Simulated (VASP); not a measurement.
# KF (P6_3/mmc) in VASP: notebook

The runs below take KF through single point, with PBEsol, LDA.

Everything below comes from runs of VASP 6.6.1. Logs are shortened: lines on timing, memory, paths and dates and some standing lists are left out, and cuts for length are marked.

## Step 1: The cell of the first run

It takes space group P6_3/mmc (No. 194, hexagonal). Conventional cell: a = 4.468 Å, b = 4.468 Å, c = 5.260 Å, α = 90.00°, β = 90.00°, γ = 120.00°. K (site symmetry -6m2) has 5 F at 2.58 to 2.63 Å within 3.4 Å. F (site symmetry -6m2) has 5 K at 2.58 to 2.63 Å within 3.4 Å.

## Step 2: Single point, PBEsol

File INCAR:

```
SYSTEM = KF
ALGO = Normal ; EDIFF = 1E-6
ENCUT = 520 ; GGA = PS
ISIF = 2 ; ISMEAR = -1
LASPH = .TRUE. ; LCHARG = .FALSE.
LREAL = .FALSE. ; LWAVE = .FALSE.
NBANDS = 24 ; NELM = 80
PREC = Accurate ; SIGMA = 0.02
```

File KPOINTS:

```
k-points
0
G
  6 6 4
  0 0 0
```

File POSCAR:

```
KF
1.0
    4.4678693832      0.0000000000      0.0000000000
   -2.2339346916      3.8692883866      0.0000000000
    0.0000000000      0.0000000000      5.2604333984
K F
2 2
Direct
    0.3333333333      0.6666666667      0.2500000000
    0.6666666667      0.3333333333      0.7500000000
    0.6666666667      0.3333333333      0.2500000000
    0.3333333333      0.6666666667      0.7500000000
```

Potentials or basis: VASP PAW PBE potentials, release 64 (K_sv, F).

Run with:

```console
$ cat potpaw_PBE.64/K_sv/POTCAR potpaw_PBE.64/F/POTCAR > POTCAR
$ mpirun -np 1 vasp_std > vasp.out
```

OUTCAR:

```text
SYSTEM = KF
   EDIFF = 1E-6
   ENCUT = 520
   GGA = PS
   ISIF = 2
   ISMEAR = -1
   LASPH = .TRUE.
   LREAL = .FALSE.
   NELM = 80
   PREC = Accurate

 ion  position               nearest neighbor table
   1  0.333  0.667  0.250-   3 2.58   3 2.58   3 2.58   4 2.63   4 2.63   2 3.68   2 3.68   2 3.68
                             2 3.68   2 3.68   2 3.68
   2  0.667  0.333  0.750-   4 2.58   4 2.58   4 2.58   3 2.63   3 2.63   1 3.68   1 3.68   1 3.68
                             1 3.68   1 3.68   1 3.68
   3  0.667  0.333  0.250-   1 2.58   1 2.58   1 2.58   2 2.63   2 2.63
   4  0.333  0.667  0.750-   2 2.58   2 2.58   2 2.58   1 2.63   1 2.63

  LATTYP: Found a hexagonal cell.
 ALAT       =     4.4678693832
 C/A-ratio  =     1.1773919395

  Lattice vectors:

 A1 = (   4.4678693832,   0.0000000000,   0.0000000000)
 A2 = (  -2.2339346916,   3.8692883866,   0.0000000000)
 A3 = (   0.0000000000,   0.0000000000,   5.2604333984)

Analysis of symmetry for initial positions (statically):
=====================================================================
 Subroutine PRICEL returns:
 Original cell was already a primitive cell.

 Routine SETGRP: Setting up the symmetry group for a
 hexagonal supercell.

 Subroutine GETGRP returns: Found 24 space group operations
 (whereof 12 operations were pure point group operations)
 out of a pool of 24 trial point group operations.

The static configuration has the point symmetry D_3d.
 The point group associated with its full space group is D_6h.

Analysis of symmetry for dynamics (positions and initial velocities):
=====================================================================
 Subroutine PRICEL returns:
 Original cell was already a primitive cell.

 Routine SETGRP: Setting up the symmetry group for a
 hexagonal supercell.

 Subroutine GETGRP returns: Found 24 space group operations
 (whereof 12 operations were pure point group operations)
 out of a pool of 24 trial point group operations.

The dynamic configuration has the point symmetry D_3d.
 The point group associated with its full space group is D_6h.

 Subroutine INISYM returns: Found 24 space group operations
 (whereof 12 operations are pure point group operations),
 and found     1 'primitive' translations

----------------------------------------------------------------------------------------

                                     Primitive cell

  volume of cell :      90.9396

  direct lattice vectors                    reciprocal lattice vectors
     4.467869383  0.000000000  0.000000000     0.223820330  0.129222728  0.000000000
    -2.233934692  3.869288387  0.000000000     0.000000000  0.258445456  0.000000000
     0.000000000  0.000000000  5.260433398     0.000000000  0.000000000  0.190098405

  length of vectors
     4.467869383  4.467869383  5.260433398     0.258445456  0.258445456  0.190098405

  position of ions in fractional coordinates (direct lattice)
     0.333333333  0.666666667  0.250000000
     0.666666667  0.333333333  0.750000000
     0.666666667  0.333333333  0.250000000
     0.333333333  0.666666667  0.750000000

  ion indices of the primitive-cell ions
   primitive index   ion index
                 1           1
                 2           2
                 3           3
                 4           4

----------------------------------------------------------------------------------------

 KPOINTS: k-points

Automatic generation of k-mesh.
 Grid dimensions read from file:
 generate k-points for:    6    6    4

 Generating k-lattice:

  Cartesian coordinates                     Fractional coordinates (reciprocal lattice)
     0.037303388  0.021537121  0.000000000     0.166666667  0.000000000  0.000000000
     0.000000000  0.043074243  0.000000000     0.000000000  0.166666667  0.000000000
     0.000000000  0.000000000  0.047524601     0.000000000  0.000000000  0.250000000

  Length of vectors
     0.043074243  0.043074243  0.047524601

  Shift w.r.t. Gamma in fractional coordinates (k-lattice)
     0.000000000  0.000000000  0.000000000

 Subroutine IBZKPT returns following result:
 ===========================================

 Found     21 irreducible k-points:

 Following reciprocal coordinates:
            Coordinates               Weight
  0.000000  0.000000  0.000000      1.000000
  0.166667 -0.000000  0.000000      6.000000
  0.333333 -0.000000  0.000000      6.000000
  0.500000 -0.000000  0.000000      3.000000
  0.166667  0.166667  0.000000      6.000000
  0.333333  0.166667  0.000000     12.000000
[... 13 lines left out ...]
  0.333333  0.166667  0.500000     12.000000
  0.333333  0.333333  0.500000      2.000000
   k-points           NKPTS =     21   k-points in BZ     NKDIM =     21   number of bands    NBANDS=     24
   number of dos      NEDOS =    301   number of ions     NIONS =      4
   total plane-waves  NPLWV =  51840
   dimension x,y,z NGX =    36 NGY =   36 NGZ =   40
   dimension x,y,z NGXF=    72 NGYF=   72 NGZF=   80
   ions per type =               2   2
   NGX,Y,Z   is equivalent  to a cutoff of  13.40, 13.40, 12.64 a.u.
   NGXF,Y,Z  is equivalent  to a cutoff of  26.79, 26.79, 25.28 a.u.
 SYSTEM =  KF
   PREC   = accura    normal or accurate (medium, high low for compatibility)
   ISTART =      0    job   : 0-new  1-cont  2-samecut
   ICHARG =      2    charge: 1-file 2-atom 10-const
   ISPIN  =      1    spin polarized calculation?
   LNONCOLLINEAR =      F non collinear calculations
   LSORBIT =      F    spin-orbit coupling
   LASPH  =      T    aspherical Exc in radial PAW
   ENCUT  =  520.0 eV  38.22 Ry    6.18 a.u.   8.31  8.31  9.78*2*pi/ulx,y,z
   NELM   =     80;   NELMIN=  2; NELMDL= -5     # of ELM steps
   EDIFF  = 0.1E-05   stopping-criterion for ELM
   LREAL  =      F    real-space projection
   EDIFFG = 0.1E-04   stopping-criterion for IOM
   NSW    =      0    number of steps for IOM
   IBRION =     -1    ionic relax: 0-MD 1-quasi-New 2-CG
   NFREE  =      0    steps in history (QN), initial steepest desc. (CG)
   ISIF   =      2    stress and relaxation
   ISYM   =      2    0-nonsym 1-usesym 2-fastsym
   POTIM  = 0.5000    time-step for ionic-motion
   TEBEG  =    0.0;   TEEND  =   0.0 temperature during run
   PSTRESS=    0.0 pullay stress
   NELECT =      32.0000    total number of electrons
   NUPDOWN=      -1.0000    fix difference up-down
   EMIN   =  10.00;   EMAX   =-10.00  energy-range for DOS
   EFERMI =   0.00;   METHOD = LEGACY
   ISMEAR =    -1;   SIGMA  =   0.02  broadening in eV -4-tet -1-fermi 0-gaus
   EFERMI_NEDOS =   21; number of points for ismear=-14 and -15
   IALGO  =     38    algorithm
   IMIX   =      4    mixing-type and parameters
     AMIX     =   0.40;   BMIX     =  1.00
     AMIX_MAG =   1.60;   BMIX_MAG =  1.00
  volume/ion in A,a.u.               =      22.73       153.42
  Fermi-wavevector in a.u.,A,eV,Ry     =   1.155776  2.184101 18.174920  1.335819
  Thomas-Fermi vector in A             =   2.292402
   LORBIT       =      0    0 simple, 1 ext, 2 COOP (PROOUT), +10 PAW based schemes
   GGA     = PS    functional components
   LHFCALC =     F    Hartree Fock is set to
   AEXX    =    0.0000 exact exchange contribution
   IVDW    =     0    specifies the selected vdW correction
   LEPSILON=     F    determine dielectric tensor
   LRPA    =     F    only Hartree local field effects (RPA)
 non-spin polarized calculation
  energy-cutoff  :      520.00
  volume of cell :       90.94
 maximum number of plane-waves:      2473
 NGX is ok and might be reduce to    36
   NGX = 17   NGY = 17   NGZ = 19

 number of electron      32.0000009 magnetization

 Free energy of the ion-electron system (eV)
  ---------------------------------------------------
  ext. energy  EPLUGINS =         0.00000000
  ---------------------------------------------------
  free energy    TOTEN  =       -16.87156435 eV

  energy without entropy =      -16.87156435  energy(sigma->0) =      -16.87156435

 E-fermi :  -2.9701     XC(G=0):  -7.5470

 val. band max:       -3.3894425644   @ k =   0.0000   0.0000   0.0000
 cond. band min:       2.0510753455   @ k =   0.0000   0.0000   0.0000
 fundamental gap:      5.4405179099
 Fermi energy:        -2.9700648682

 k-point     1 :       0.0000    0.0000    0.0000
  band No.  band energies     occupation
      1     -29.3960      2.00000
      2     -29.2731      2.00000
      3     -21.9560      2.00000
      4     -21.9296      2.00000
      5     -13.2580      2.00000
      6     -13.0202      2.00000
[... 16 lines left out ...]
     23       7.8573      0.00000
     24       8.5667      0.00000

 k-point     2 :       0.1667   -0.0000    0.0000
  band No.  band energies     occupation
      1     -29.3847      2.00000
      2     -29.2762      2.00000
      3     -21.9693      2.00000
      4     -21.9456      2.00000
      5     -13.2231      2.00000
      6     -13.0436      2.00000
[... 16 lines left out ...]
     23       7.7891      0.00000
     24       8.8152      0.00000

 k-point     3 :       0.3333   -0.0000    0.0000
  band No.  band energies     occupation
      1     -29.3578      2.00000
      2     -29.2867      2.00000
      3     -21.9951      2.00000
      4     -21.9787      2.00000
      5     -13.1344      2.00000
      6     -13.0864      2.00000
[... 16 lines left out ...]
     23       8.0914      0.00000
     24       8.1588      0.00000
[... 433 lines left out ...]
 k-point    20 :       0.3333    0.1667    0.5000
  band No.  band energies     occupation
      1     -29.3143      2.00000
      2     -29.3143      2.00000
      3     -22.0344      2.00000
      4     -22.0344      2.00000
      5     -12.9958      2.00000
      6     -12.9958      2.00000
[... 16 lines left out ...]
     23       8.2058      0.00000
     24       8.2058      0.00000

 k-point    21 :       0.3333    0.3333    0.5000
  band No.  band energies     occupation
      1     -29.3121      2.00000
      2     -29.3121      2.00000
      3     -22.0417      2.00000
      4     -22.0417      2.00000
      5     -13.0217      2.00000
      6     -13.0217      2.00000
[... 16 lines left out ...]
     23       8.1600      0.00000
     24       8.1600      0.00000

------------------------ aborting loop because EDIFF is reached ----------------------------------------

  FORCE on cell =-STRESS in cart. coord.  units (eV):
  Direction    XX          YY          ZZ          XY          YZ          ZX
  --------------------------------------------------------------------------------------
  -------------------------------------------------------------------------------------
  Total        0.0036324      0.0036324      0.0301543     -0.0000000     -0.0000000      0.0000000
  in kB        0.0639965      0.0639965      0.5312596     -0.0000000     -0.0000000      0.0000000
  external PRESSURE =       0.2197509 kB  Pullay stress =       0.0000000 kB

 VOLUME and BASIS-vectors are now :
 -----------------------------------------------------------------------------
  energy-cutoff  :      520.00
  volume of cell :       90.94
      direct lattice vectors                 reciprocal lattice vectors
     4.467869383  0.000000000  0.000000000     0.223820330  0.129222728  0.000000000
    -2.233934692  3.869288387  0.000000000     0.000000000  0.258445456  0.000000000
     0.000000000  0.000000000  5.260433398     0.000000000  0.000000000  0.190098405

 POSITION                                       TOTAL-FORCE (eV/Angst)
 -----------------------------------------------------------------------------------
     -0.00000      2.57953      1.31511        -0.000000      0.000000      0.000000
      2.23393      1.28976      3.94533         0.000000     -0.000000      0.000000
      2.23393      1.28976      1.31511         0.000000     -0.000000     -0.000000
     -0.00000      2.57953      3.94533        -0.000000      0.000000     -0.000000
 -----------------------------------------------------------------------------------
    total drift:                               -0.000000     -0.000000     -0.000000

  FREE ENERGIE OF THE ION-ELECTRON SYSTEM (eV)
  ---------------------------------------------------
  free  energy   TOTEN  =       -16.8715643464 eV

  energy  without entropy=      -16.8715643464  energy(sigma->0) =      -16.87156435
```

It took 26 s on 1 thread of AMD EPYC 9R45 (Zen 5), shared host; peak memory 0.2 GiB.

What came out:

```yaml
Free_energy: -16.8716 eV
Pressure: 0.0 GPa
Band_gap_on_the_k_mesh: 5.44 eV, direct
```

Caveat: the PAW data sets were made with another functional, which shifts forces and pressure a little.

## Step 3: Single point, LDA

This run uses another cell than the first one, of 22.96 Å³/atom, 1.010 times its volume.

File INCAR:

```
SYSTEM = KF
PREC = Accurate
ENCUT = 520
EDIFF = 1E-6
ISMEAR = 0
SIGMA = 0.01
LREAL = .FALSE.
LASPH = .TRUE.
NELM = 60
ALGO = Normal
ISIF = 2
LWAVE = .FALSE.
LCHARG = .FALSE.
GGA = CA
NBANDS = 24
```

File KPOINTS:

```
regular mesh
0
G
  6 6 6
  0 0 0
```

File POSCAR:

```
KF
1.0
    4.4847157551      0.0000000000      0.0000000000
   -2.2423578776      3.8838777727      0.0000000000
    0.0000000000      0.0000000000      5.2716950010
K F
2 2
Direct
    0.3333333333      0.6666666667      0.2500000000
    0.6666666667      0.3333333333      0.7500000000
    0.6666666667      0.3333333333      0.2500000000
    0.3333333333      0.6666666667      0.7500000000
```

Potentials or basis: VASP PAW LDA potentials, release 64 (K_sv, F).

Run with:

```console
$ cat potpaw_LDA.64/K_sv/POTCAR potpaw_LDA.64/F/POTCAR > POTCAR
$ mpirun -np 1 vasp_std > vasp.out
```

Wall time 34 s (1 thread of AMD EPYC 9R45 (Zen 5), shared host); peak memory 0.17 GiB.

Results (log left out):

* Free energy: -17.8215 eV
* Pressure: -2.3 GPa
* Band gap on the k mesh: 5.13 eV, direct

Stress tensor (GPa, compression positive):
```
-2.20  0.00  0.00
 0.00 -2.20  0.00
 0.00  0.00 -2.59
```

Levels at points of the mesh, in eV from the valence-band top:
| k point | band 14 | band 15 | band 16 | band 17 | band 18 | band 19 |
| --- | --- | --- | --- | --- | --- | --- |
| (0.00, 0.00, 0.00) | -0.31 | -0.16 | 0.00 | 5.13 | 9.77 | 10.31 |
| (0.50, 0.00, 0.00) | -0.13 | -0.11 | -0.09 | 7.13 | 8.65 | 8.86 |
| (0.00, 0.00, 0.50) | -0.35 | -0.35 | -0.35 | 6.77 | 6.77 | 10.79 |
| (0.50, 0.00, 0.50) | -0.32 | -0.18 | -0.18 | 7.83 | 7.83 | 10.46 |
